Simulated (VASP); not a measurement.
# MgSi2N2 (P-3m1) in VASP: a series of runs, part 2 of 2

VASP 6.6.1. Earlier steps stand in the parts before.

## (4) Single point, PBE

This run uses another cell than the first one: it holds 10 atoms, not 5.

INCAR

```
SYSTEM = MgSi2N2
PREC = Accurate ; ENCUT = 520
EDIFF = 1E-7 ; ISMEAR = 0
SIGMA = 0.2 ; LREAL = .False.
LASPH = .True. ; NELM = 80
ALGO = Normal ; ISIF = 2
LWAVE = .False. ; LCHARG = .False.
GGA = PE ; NBANDS = 31
```

KPOINTS

```
regular mesh
0
Gamma
  6 6 2
  0 0 0
```

POSCAR

```
MgSi2N2
1.0
    3.3893181609      0.0000000000      0.0000000000
   -1.6946590804      2.9352356288      0.0000000000
    0.0000000000      0.0000000000     13.9527772268
Mg Si N
2 4 4
Direct
    0.0000000000      0.0000000000      0.5000000000
    0.0000000000      0.0000000000      0.0000000000
    0.3333333333      0.6666666667      0.1979281305
    0.3333333333      0.6666666667      0.6979281305
    0.6666666667      0.3333333333      0.3020718695
    0.6666666667      0.3333333333      0.8020718695
    0.3333333333      0.6666666667      0.0815386898
    0.3333333333      0.6666666667      0.5815386898
    0.6666666667      0.3333333333      0.4184613102
    0.6666666667      0.3333333333      0.9184613102
```

Potentials or basis: VASP PAW PBE potentials, release 64 (Mg, Si, N).

Command:

```console
$ cat potpaw_PBE.64/Mg/POTCAR potpaw_PBE.64/Si/POTCAR potpaw_PBE.64/N/POTCAR > POTCAR
$ mpirun -np 1 vasp_std > vasp.out
```

OUTCAR:

```text
SYSTEM = MgSi2N2
   PREC = Accurate
   ENCUT = 520
   EDIFF = 1E-7
   ISMEAR = 0
   LREAL = .False.
   LASPH = .True.
   NELM = 80
   ISIF = 2
   GGA = PE

 ion  position               nearest neighbor table
   1  0.000  0.000  0.500-   8 2.26   9 2.26   8 2.26   9 2.26   9 2.26   8 2.26   4 3.38   5 3.38
                             4 3.38   5 3.38   4 3.38   5 3.38
   2  0.000  0.000  0.000-   7 2.26  10 2.26   7 2.26  10 2.26  10 2.26   7 2.26   3 3.38   6 3.38
                             3 3.38   6 3.38   3 3.38   6 3.38
   3  0.333  0.667  0.198-   7 1.62   5 2.44   5 2.44   5 2.44   2 3.38   2 3.38   2 3.38
   4  0.333  0.667  0.698-   8 1.62   6 2.44   6 2.44   6 2.44   1 3.38   1 3.38   1 3.38
   5  0.667  0.333  0.302-   9 1.62   3 2.44   3 2.44   3 2.44   1 3.38   1 3.38   1 3.38
   6  0.667  0.333  0.802-  10 1.62   4 2.44   4 2.44   4 2.44   2 3.38   2 3.38   2 3.38
   7  0.333  0.667  0.082-   3 1.62   2 2.26   2 2.26   2 2.26
   8  0.333  0.667  0.582-   4 1.62   1 2.26   1 2.26   1 2.26
   9  0.667  0.333  0.418-   5 1.62   1 2.26   1 2.26   1 2.26
  10  0.667  0.333  0.918-   6 1.62   2 2.26   2 2.26   2 2.26
[... 7 lines left out ...]
 A1 = (   3.3893181609,   0.0000000000,   0.0000000000)
 A2 = (  -1.6946590804,   2.9352356288,   0.0000000000)
 A3 = (   0.0000000000,   0.0000000000,  13.9527772268)

Analysis of symmetry for initial positions (statically):
=====================================================================
 Subroutine PRICEL returns following result:

  LATTYP: Found a hexagonal cell.
 ALAT       =     3.3893181609
 C/A-ratio  =     2.0583457445

  Lattice vectors:

 A1 = (   3.3893181609,   0.0000000000,   0.0000000000)
 A2 = (  -1.6946590804,   2.9352356288,   0.0000000000)
 A3 = (   0.0000000000,   0.0000000000,   6.9763886134)

   2 primitive cells build up your supercell.

 Routine SETGRP: Setting up the symmetry group for a
 hexagonal supercell.

 Subroutine GETGRP returns: Found 12 space group operations
 (whereof 12 operations were pure point group operations)
 out of a pool of 24 trial point group operations.

The static configuration has the point symmetry D_3d.

Analysis of symmetry for dynamics (positions and initial velocities):
=====================================================================
[... 151 lines left out ...]
 maximum number of plane-waves:      3760
 NGX is ok and might be reduce to    28

 number of electron      40.0000002 magnetization

 Free energy of the ion-electron system (eV)
  ---------------------------------------------------
  ext. energy  EPLUGINS =         0.00000000
  ---------------------------------------------------
  free energy    TOTEN  =       -59.40621664 eV

  energy without entropy =      -59.34605388  energy(sigma->0) =      -59.37613526

 E-fermi :   4.2700     XC(G=0): -10.0017

 val. band max:        4.1259177156   @ k =   0.1667   0.1667   0.0000
 cond. band min:       4.2775083964   @ k =   0.3333   0.1667   0.5000
 fundamental gap:      0.1515906808
 Fermi energy:         4.2699838595

 k-point     1 :       0.0000    0.0000    0.0000
  band No.  band energies     occupation
      1     -10.3307      2.00000
      2      -9.9857      2.00000
      3      -9.9122      2.00000
      4      -9.4337      2.00000
      5      -5.9977      2.00000
      6      -5.6133      2.00000
[... 465 lines left out ...]
     30      13.2082      0.00000
     31      14.2412      0.00000

------------------------ aborting loop because EDIFF is reached ----------------------------------------

  FORCE on cell =-STRESS in cart. coord.  units (eV):
  Direction    XX          YY          ZZ          XY          YZ          ZX
  --------------------------------------------------------------------------------------
  -------------------------------------------------------------------------------------
  Total       -0.0053218     -0.0053218      0.1641245     -0.0000000      0.0000000     -0.0000000
  in kB       -0.0614264     -0.0614264      1.8943842     -0.0000000      0.0000000     -0.0000000
  external PRESSURE =       0.5905105 kB  Pullay stress =       0.0000000 kB

 VOLUME and BASIS-vectors are now :
 -----------------------------------------------------------------------------
  energy-cutoff  :      520.00
  volume of cell :      138.81
      direct lattice vectors                 reciprocal lattice vectors
     3.389318161  0.000000000  0.000000000     0.295044594  0.170344076  0.000000000
    -1.694659080  2.935235629  0.000000000     0.000000000  0.340688151  0.000000000
     0.000000000  0.000000000 13.952777227     0.000000000  0.000000000  0.071670319

 POSITION                                       TOTAL-FORCE (eV/Angst)
 -----------------------------------------------------------------------------------
      0.00000      0.00000      6.97639        -0.000000      0.000000      0.000000
      0.00000      0.00000      0.00000        -0.000000      0.000000      0.000000
     -0.00000      1.95682      2.76165        -0.000000      0.000000      0.126970
     -0.00000      1.95682      9.73804        -0.000000      0.000000      0.126970
      1.69466      0.97841      4.21474        -0.000000      0.000000     -0.126970
      1.69466      0.97841     11.19113        -0.000000      0.000000     -0.126970
     -0.00000      1.95682      1.13769        -0.000000     -0.000000     -0.115905
     -0.00000      1.95682      8.11408        -0.000000      0.000000     -0.115905
      1.69466      0.97841      5.83870        -0.000000     -0.000000      0.115905
      1.69466      0.97841     12.81509         0.000000     -0.000000      0.115905
 -----------------------------------------------------------------------------------
    total drift:                                0.000000      0.000000      0.000000

  FREE ENERGIE OF THE ION-ELECTRON SYSTEM (eV)
  ---------------------------------------------------
  free  energy   TOTEN  =       -59.4062166420 eV

  energy  without entropy=      -59.3460538784  energy(sigma->0) =      -59.37613526
```

stdout:

```text
POSCAR found type information on POSCAR MgSiN
 POSCAR found :  3 types and      10 ions
 scaLAPACK will be used
 LDA part: xc-table for (Slater+PW92), standard interpolation
 POSCAR, INCAR and KPOINTS ok, starting setup
 FFT: planning ... GRIDC
 FFT: planning ... GRID_SOFT
 FFT: planning ... GRID
 WAVECAR not read
 entering main loop
```

Wall time 98 s (1 thread of AMD EPYC 7R43 (Zen 3), shared host); peak memory 0.25 GiB.

Results:

```yaml
Free_energy: -59.4062 eV
Pressure: 0.1 GPa
Largest_force: 0.127 eV/Å
Band_gap_on_the_k_mesh: zero (band 20 reaches 6.14 eV, above the bottom of band 21 at 3.40 eV)
```

Forces on the atoms (eV/Å):
```
Mg   0.000  0.000  0.000
Mg   0.000  0.000  0.000
Si   0.000  0.000  0.127
Si   0.000  0.000  0.127
Si   0.000  0.000 -0.127
Si   0.000  0.000 -0.127
N    0.000  0.000 -0.116
N    0.000  0.000 -0.116
N    0.000  0.000  0.116
N    0.000  0.000  0.116
```

Stress tensor (GPa, compression positive):
```
-0.01  0.00  0.00
 0.00 -0.01  0.00
 0.00  0.00  0.19
```

Levels at points of the mesh, in eV from the Fermi level:
| k point | band 16 | band 17 | band 18 | band 19 | band 20 | band 21 | band 22 | band 23 | band 24 | band 25 |
| --- | --- | --- | --- | --- | --- | --- | --- | --- | --- | --- |
| (0.00, 0.00, 0.00) | -0.45 | -0.25 | -0.25 | 0.80 | 1.87 | 2.96 | 2.96 | 3.06 | 3.06 | 5.57 |
| (0.50, 0.00, 0.00) | -1.67 | -1.47 | -1.30 | -1.29 | -0.71 | 1.03 | 1.41 | 2.98 | 3.01 | 3.90 |
| (0.00, 0.00, 0.50) | -0.33 | -0.33 | -0.33 | 1.39 | 1.39 | 3.01 | 3.01 | 3.01 | 3.01 | 5.81 |
| (0.50, 0.00, 0.50) | -1.70 | -1.34 | -1.34 | -0.95 | -0.95 | 1.23 | 1.23 | 2.98 | 2.98 | 3.76 |

## (5) Overview

| cell | k mesh | smearing | gap on the mesh (eV) | pressure (GPa) | largest force (eV/Å) |
| --- | --- | --- | --- | --- | --- |
| a = 4.111, b = 4.111, c = 4.439 Å, angles 90.0, 90.0, 120.0°, 5 atoms | 6 × 6 × 4 | gaussian 0.1 eV | none | 19.3 | 7.68 |
| a = 3.400, b = 3.400, c = 6.961 Å, angles 90.0, 90.0, 120.0°, 5 atoms | 6 × 6 × 4 | gaussian 0.1 eV | none | -0.1 | 0.08 |
| a = 3.389, b = 3.389, c = 13.953 Å, angles 90.0, 90.0, 120.0°, 10 atoms | 6 × 6 × 2 | gaussian 0.2 eV | none | 0.1 | 0.13 |

Alike in all rows: task single point; level PBE; potentials or basis VASP PAW PBE potentials, release 64 (Mg, Si, N); no spin polarisation; cutoff (eV) 520.

Caveats: forces of over 1 eV/Å act on the atoms, so gaps and moduli don't describe the material at rest (some runs).

Absolute energies hang on the potentials; compare differences alone.
